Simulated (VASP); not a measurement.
Write the native input for VASP 6.6.1 that does the following.

- Task: relaxation of cell and atoms
- Functional: PBEsol
- Potentials or basis: VASP PAW PBE potentials, release 64 (La)
- Cutoff: 600 eV
- k mesh: 5 × 5 × 5
- Occupations: methfessel-paxton, width 0.1 eV
- Spin: no spin polarisation
- Dipole correction: no
- Further INCAR settings: ALGO = Normal; EDIFF = 1e-06; IBRION = 2; EDIFFG = -0.03; NSW = 80; ISIF = 3

The structure of La lies in POSCAR:

```
La
1.0
    3.4500000000      0.0000000000      0.0000000000
    0.0000000000      3.4500000000      0.0000000000
    0.0000000000      0.0000000000      3.4500000000
La
1
Direct
    0.0000000000      0.0000000000      0.0000000000
```

These files were run (other wordings do the same):

INCAR

```
SYSTEM = La
PREC = Accurate ; ENCUT = 600
EDIFF = 1E-6 ; ISMEAR = 1
SIGMA = 0.1 ; LREAL = .FALSE.
LASPH = .TRUE. ; NELM = 80
ALGO = Normal ; ISIF = 3
LWAVE = .FALSE. ; LCHARG = .FALSE.
GGA = PS ; IBRION = 2
NSW = 80 ; EDIFFG = -0.03
```

KPOINTS

```
regular mesh
0
G
  5 5 5
  0 0 0
```

Potentials or basis: VASP PAW PBE potentials, release 64 (La).

Run with:

```console
$ cat potpaw_PBE.64/La/POTCAR > POTCAR
$ mpirun -np 1 vasp_std > vasp.out
```

It gave:

```json
{
 "Relaxed volume": "33.67 Å³/atom",
 "Relaxed cell": "a = 3.229 Å, b = 3.229 Å, c = 3.229 Å, α = 90.00°, β = 90.00°, γ = 90.00°",
 "Space group after relaxing (to 0.05 Å)": "Pm-3m (No. 221)",
 "Energy gained by relaxing": "120.6 meV/atom",
 "Ionic steps": "3",
 "Pressure after relaxing": "0.0 GPa"
}
```

Caveat: the k points lie up to 0.39 Å⁻¹ apart in the final cell; the volume moved by over 15 % at a fixed basis, so the end points are rough; the PAW data sets were made with another functional, which shifts forces and pressure a little.

Run time: 16 s on 1 thread of AMD EPYC 9R45 96-Core Processor (Zen 5) (shared host), peak memory 0.14 GiB.
